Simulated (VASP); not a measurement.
Here is a VASP 6.6.1 calculation.

File INCAR:

```
SYSTEM = Nb
  ALGO = Normal
  EDIFF = 1E-6
  EDIFFG = -0.02
  ENCUT = 600
  GGA = PS
  IBRION = 2
  ISIF = 3
  ISMEAR = 0
  LASPH = .True.
  LCHARG = .False.
  LREAL = .False.
  LWAVE = .False.
  NELM = 60
  NSW = 80
  PREC = Accurate
  PSTRESS = 100.0
  SIGMA = 0.05
```

File KPOINTS:

```
k-points
0
Gamma
  7 7 7
  0 0 0
```

POSCAR

```
Nb
1.0
    1.6650000000      1.6650000000      1.6650000000
   -1.6650000000      1.6650000000      1.6650000000
   -1.6650000000     -1.6650000000      1.6650000000
Nb
1
Direct
    0.0000000000      0.0000000000      0.0000000000
```

Potentials or basis: VASP PAW PBE potentials, release 64 (Nb_sv).

Launch:

```bash
$ cat potpaw_PBE.64/Nb_sv/POTCAR > POTCAR
$ mpirun -np 1 vasp_std > vasp.out
```

Task: Estimate the relaxed volume.

Result: 16.53 Å³/atom.

Task: Estimate the space group after relaxing (to 0.05 Å).

Result: Im-3m (No. 229).

Task: Predict the relaxed cell.

Result: a = 2.779 Å, b = 2.779 Å, c = 2.779 Å, α = 70.53°, β = 109.47°, γ = 70.53°.

Final structure:
```
CELL_PARAMETERS angstrom
1.60470 1.60470 1.60470
-1.60470 1.60470 1.60470
-1.60470 -1.60470 1.60470
ATOMIC_POSITIONS crystal
Nb 0.00000 0.00000 0.00000
```

Caveat: the k points lie up to 0.40 Å⁻¹ apart in the final cell; the cell is relaxed towards a set pressure, so the enthalpy falls and the energy may rise; the PAW data sets were made with another functional, which shifts forces and pressure a little.
